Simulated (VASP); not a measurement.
Write the native input for VASP 6.6.1 that does the following.

```yaml
Task: single point
Functional: PBE
Potentials_or_basis: VASP PAW PBE potentials, release 64 (W_sv, F)
Cutoff: 520 eV
k_mesh: 6 × 6 × 6
Occupations: gaussian, width 0.1 eV
Spin: collinear spin
Starting_moments: "[1.63, 0.1, 0.1, 0.1] μB"
Dipole_correction: no
Further_INCAR_settings: ALGO = Normal; EDIFF = 1e-06; NBANDS = 30
```

The structure of WF3 lies in POSCAR:

```
WF3
1.0
    2.8690039580      1.6564202075      2.4983220174
   -2.8690039580      1.6564202075      2.4983220174
    0.0000000000     -3.3128404149      2.4983220174
W F
1 3
Direct
    0.0000000000      0.0000000000      0.0000000000
    0.0000000000      0.0000000000      0.5000000000
    0.5000000000      0.0000000000      0.0000000000
    0.0000000000      0.5000000000      0.0000000000
```

The cell was generated, and may not be a known phase.

The input as run:

INCAR

```
SYSTEM = WF3
PREC     = Accurate       ! precision mode
ENCUT    = 520            ! plane-wave cutoff, eV
EDIFF    = 1E-6           ! SCF threshold, eV
ISMEAR   = 0              ! smearing method
SIGMA    = 0.1            ! smearing width, eV
LREAL    = .False.        ! projectors in reciprocal space
LASPH    = .True.         ! aspherical terms in the spheres
NELM     = 150            ! most SCF steps
ALGO     = Normal         ! electronic algorithm
ISIF     = 2              ! what is computed and relaxed
LWAVE    = .False.        ! write WAVECAR
LCHARG   = .False.        ! write CHGCAR
ISPIN    = 2              ! spin polarisation
MAGMOM   = 1.63 0.1 0.1 0.1 ! initial moments
LORBIT   = 11             ! projections on sites
LMAXMIX  = 4              ! l up to which the mixer works
GGA      = PE             ! functional
NBANDS   = 30             ! bands
```

KPOINTS

```
regular mesh
0
Gamma
  6 6 6
  0 0 0
```

Potentials or basis: VASP PAW PBE potentials, release 64 (W_sv, F).

The run is started by

```console
$ cat potpaw_PBE.64/W_sv/POTCAR potpaw_PBE.64/F/POTCAR > POTCAR
$ mpirun -np 1 vasp_std > vasp.out
```

It gave:

| Item | Value |
| --- | --- |
| Pressure | 0.8 GPa |
| Band gap on the k mesh | 0.10 eV (least direct gap 1.12 eV) |
| Net moment | 2.99 μB per cell |
| Site moments | W +2.39; F +0.07 μB |
| Valence electrons inside the program's atomic spheres | W 11.65; F 6.11 |

Caveat: spin-orbit coupling is left out, which moves the levels of the heavy elements.

Run time: 3.1 min on 1 thread of AMD EPYC 7R13 (shared host), peak memory 0.26 GiB.
